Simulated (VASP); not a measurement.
Input of a VASP 6.6.1 run:

File INCAR:

```
PREC = Accurate
ENCUT = 520
EDIFF = 1E-6
ISMEAR = -1
SIGMA = 0.05
LREAL = False
LASPH = True
NELM = 100
ALGO = Normal
ISIF = 2
LWAVE = False
LCHARG = False
GGA = PE
NBANDS = 18
```

File KPOINTS:

```
Automatic mesh
0
Gamma
  15 15 15
```

Contents of POSCAR:

```
Lu
1.0
   -1.9486533332      1.9486533332      1.9486533332
    1.9486533332     -1.9486533332      1.9486533332
    1.9486533332      1.9486533332     -1.9486533332
Lu
1
Direct
    0.0000000000      0.0000000000      0.0000000000
```

Potentials or basis: VASP PAW PBE potentials, release 64 (Lu).

Command:

```bash
$ cat potpaw_PBE.64/Lu/POTCAR > POTCAR
$ mpirun -np 1 vasp_std > vasp.out
```

**Question.** Estimate the band gap on the k mesh.

**Answer.** Zero (an odd number of electrons rules out a gap without spin polarisation).

**Question.** What does it give for the pressure?

**Answer.** 0.1 GPa.

Caveat: spin-orbit coupling is left out, which moves the levels of the heavy elements.
